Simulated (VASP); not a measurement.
# NaTiO3 (Pm-3m) in VASP: a series of runs, part 2 of 2

VASP 6.6.1. Earlier steps stand in the parts before.

## Step 5: Single point, LDA

This run uses another cell than the first one, of 12.84 Å³/atom, 1.227 times its volume.

Contents of INCAR:

```
PREC = Accurate ; ENCUT = 520
EDIFF = 1E-6 ; ISMEAR = 1
SIGMA = 0.1 ; LREAL = False
LASPH = True ; NELM = 100
ALGO = Normal ; ISIF = 2
LWAVE = False ; LCHARG = False
NBANDS = 26
```

Contents of KPOINTS:

```
regular mesh
0
Gamma
  6 6 6
```

Contents of POSCAR:

```
NaTiO3
1.0
    4.0037373396      0.0000000000      0.0000000000
    0.0000000000      4.0037373396      0.0000000000
    0.0000000000      0.0000000000      4.0037373396
Na Ti O
1 1 3
Direct
    0.0000000000      0.0000000000      0.0000000000
    0.5000000000      0.5000000000      0.5000000000
    0.5000000000      0.5000000000      0.0000000000
    0.5000000000      0.0000000000      0.5000000000
    0.0000000000      0.5000000000      0.5000000000
```

Potentials or basis: VASP PAW LDA potentials, release 64 (Na_pv, Ti_sv, O).

Started as:

```sh
cat potpaw_LDA.64/Na_pv/POTCAR potpaw_LDA.64/Ti_sv/POTCAR potpaw_LDA.64/O/POTCAR > POTCAR
mpirun -np 1 vasp_std > vasp.out
```

OUTCAR:

```text
PREC = Accurate
   ENCUT = 520
   EDIFF = 1E-6
   ISMEAR = 1
   LREAL = False
   LASPH = True
   NELM = 100
   ISIF = 2

 ion  position               nearest neighbor table
   1  0.000  0.000  0.000-
   2  0.500  0.500  0.500-   3 2.00   4 2.00   5 2.00   3 2.00   4 2.00   5 2.00
   3  0.500  0.500  0.000-   2 2.00   2 2.00
   4  0.500  0.000  0.500-   2 2.00   2 2.00
   5  0.000  0.500  0.500-   2 2.00   2 2.00

  LATTYP: Found a simple cubic cell.
 ALAT       =     4.0037373396

  Lattice vectors:

 A1 = (   4.0037373396,   0.0000000000,   0.0000000000)
 A2 = (   0.0000000000,   4.0037373396,   0.0000000000)
 A3 = (   0.0000000000,   0.0000000000,   4.0037373396)

Analysis of symmetry for initial positions (statically):
=====================================================================
 Subroutine PRICEL returns:
 Original cell was already a primitive cell.

 Routine SETGRP: Setting up the symmetry group for a
 simple cubic supercell.

 Subroutine GETGRP returns: Found 48 space group operations
 (whereof 48 operations were pure point group operations)
 out of a pool of 48 trial point group operations.
[... 166 lines left out ...]

 val. band max:        1.1715703166   @ k =   0.3333   0.3333   0.1667
 cond. band min:       1.1999385509   @ k =   0.5000   0.3333   0.3333
 fundamental gap:      0.0283682343
 Fermi energy:         1.1852047939

 k-point     1 :       0.0000    0.0000    0.0000
  band No.  band energies     occupation
      1     -54.5418      2.00000
      2     -31.1340      2.00000
      3     -31.1340      2.00000
      4     -31.1340      2.00000
      5     -20.1239      2.00000
      6     -20.1239      2.00000
[... 569 lines left out ...]
     25       8.9751      0.00000
     26      13.1313      0.00000

------------------------ aborting loop because EDIFF is reached ----------------------------------------

  FORCE on cell =-STRESS in cart. coord.  units (eV):
  Direction    XX          YY          ZZ          XY          YZ          ZX
  --------------------------------------------------------------------------------------
  -------------------------------------------------------------------------------------
  Total       -7.4143946     -7.4143946     -7.4143946      0.0000000     -0.0000000      0.0000000
  in kB     -185.0928085   -185.0928085   -185.0928085      0.0000000     -0.0000000      0.0000000
  external PRESSURE =    -185.0928085 kB  Pullay stress =       0.0000000 kB

 VOLUME and BASIS-vectors are now :
 -----------------------------------------------------------------------------
  energy-cutoff  :      520.00
  volume of cell :       64.18
      direct lattice vectors                 reciprocal lattice vectors
     4.003737340  0.000000000  0.000000000     0.249766634  0.000000000  0.000000000
     0.000000000  4.003737340  0.000000000     0.000000000  0.249766634  0.000000000
     0.000000000  0.000000000  4.003737340     0.000000000  0.000000000  0.249766634

 POSITION                                       TOTAL-FORCE (eV/Angst)
 -----------------------------------------------------------------------------------
      0.00000      0.00000      0.00000         0.000000      0.000000      0.000000
      2.00187      2.00187      2.00187         0.000000      0.000000      0.000000
      2.00187      2.00187      0.00000         0.000000      0.000000      0.000000
      2.00187      0.00000      2.00187         0.000000      0.000000      0.000000
      0.00000      2.00187      2.00187         0.000000      0.000000      0.000000
 -----------------------------------------------------------------------------------
    total drift:                                0.000000      0.000000     -0.000000

  FREE ENERGIE OF THE ION-ELECTRON SYSTEM (eV)
  ---------------------------------------------------
  free  energy   TOTEN  =       -38.0703634538 eV

  energy  without entropy=      -38.0675071266  energy(sigma->0) =      -38.06941134
```

stdout:

```text
POSCAR found type information on POSCAR NaTiO
 POSCAR found :  3 types and       5 ions
 scaLAPACK will be used
 LDA part: xc-table for (Slater(with rela. corr.)+CA(PZ))
 , standard interpolation
 POSCAR, INCAR and KPOINTS ok, starting setup
 FFT: planning ... GRIDC
 FFT: planning ... GRID_SOFT
 FFT: planning ... GRID
 WAVECAR not read
 entering main loop
```

Wall time 16 s (1 thread of Intel Xeon 6975P-C (Granite Rapids), shared host); peak memory 0.16 GiB.

What came out:

```
Free energy : -38.0704 eV
Pressure    : -18.5 GPa
```

Caveat: an odd number of electrons without spin polarisation forces a metal; a magnetic or distorted state may lie lower; semilocal functionals often make such compounds metallic where correlation or magnetic order opens a gap, which also shifts bond lengths.

## Step 6: Single point, LDA

This run uses another cell than the first one, of 13.31 Å³/atom, 1.273 times its volume.

Contents of INCAR:

```
SYSTEM = NaTiO3
  PREC = Accurate
  ENCUT = 520
  EDIFF = 1E-7
  ISMEAR = 1
  SIGMA = 0.1
  LREAL = .False.
  LASPH = .True.
  NELM = 100
  ALGO = Normal
  ISIF = 2
  LWAVE = .False.
  LCHARG = .False.
  NBANDS = 26
```

Contents of KPOINTS:

```
Automatic mesh
0
Gamma
  6 6 6
  0 0 0
```

Edit POSCAR of step 5 so:

```diff
@@ -2,5 +2,5 @@
 1.0
-    4.0037373396      0.0000000000      0.0000000000
-    0.0000000000      4.0037373396      0.0000000000
-    0.0000000000      0.0000000000      4.0037373396
+    4.0525682172      0.0000000000      0.0000000000
+    0.0000000000      4.0525682172      0.0000000000
+    0.0000000000      0.0000000000      4.0525682172
 Na Ti O
```

Potentials or basis: VASP PAW LDA potentials, release 64 (Na_pv, Ti_sv, O).

Started as:

```sh
cat potpaw_LDA.64/Na_pv/POTCAR potpaw_LDA.64/Ti_sv/POTCAR potpaw_LDA.64/O/POTCAR > POTCAR
mpirun -np 1 vasp_std > vasp.out
```

Run time: 17 s. Hardware: 1 thread of Intel Xeon 6975P-C (Granite Rapids), shared host; peak memory 0.16 GiB.

Results (log left out):

```yaml
Free_energy: -37.7761 eV
Pressure: -21.4 GPa
```

Levels at points of the mesh, in eV from the Fermi level:
| k point | band 15 | band 16 | band 17 | band 18 | band 19 | band 20 | band 21 | band 22 | band 23 | band 24 |
| --- | --- | --- | --- | --- | --- | --- | --- | --- | --- | --- |
| (0.00, 0.00, 0.00) | -0.59 | -0.59 | -0.26 | -0.26 | -0.26 | 2.10 | 2.10 | 2.10 | 3.89 | 3.89 |
| (0.50, 0.00, 0.00) | -1.81 | -1.81 | -0.89 | -0.36 | -0.36 | 2.13 | 3.52 | 3.52 | 3.89 | 5.72 |
| (0.50, 0.50, 0.00) | -1.78 | -1.52 | -1.32 | -1.32 | 0.28 | 3.53 | 3.53 | 4.04 | 4.74 | 7.40 |
| (0.50, 0.50, 0.50) | -3.38 | -3.38 | 0.30 | 0.30 | 0.30 | 4.06 | 4.06 | 4.06 | 7.40 | 7.40 |

Caveat: an odd number of electrons without spin polarisation forces a metal; a magnetic or distorted state may lie lower; semilocal functionals often make such compounds metallic where correlation or magnetic order opens a gap, which also shifts bond lengths.

## Step 7: Summary

```csv
cell,gap on the mesh (eV),pressure (GPa)
"a = 3.740 Å, 5 atoms",none,12.0
"a = 3.795 Å, 5 atoms",none,2.9
"a = 3.902 Å, 5 atoms",none,-10.3
"a = 4.004 Å, 5 atoms",none,-18.5
"a = 4.053 Å, 5 atoms",none,-21.4
```

Alike in all rows: task single point; level LDA; potentials or basis VASP PAW LDA potentials, release 64 (Na_pv, Ti_sv, O); no spin polarisation; k mesh 6 × 6 × 6; cutoff (eV) 520; smearing methfessel-paxton 0.1 eV.

Caveats: an odd number of electrons without spin polarisation forces a metal; a magnetic or distorted state may lie lower; semilocal functionals often make such compounds metallic where correlation or magnetic order opens a gap, which also shifts bond lengths.

Absolute energies hang on the potentials; compare differences alone.
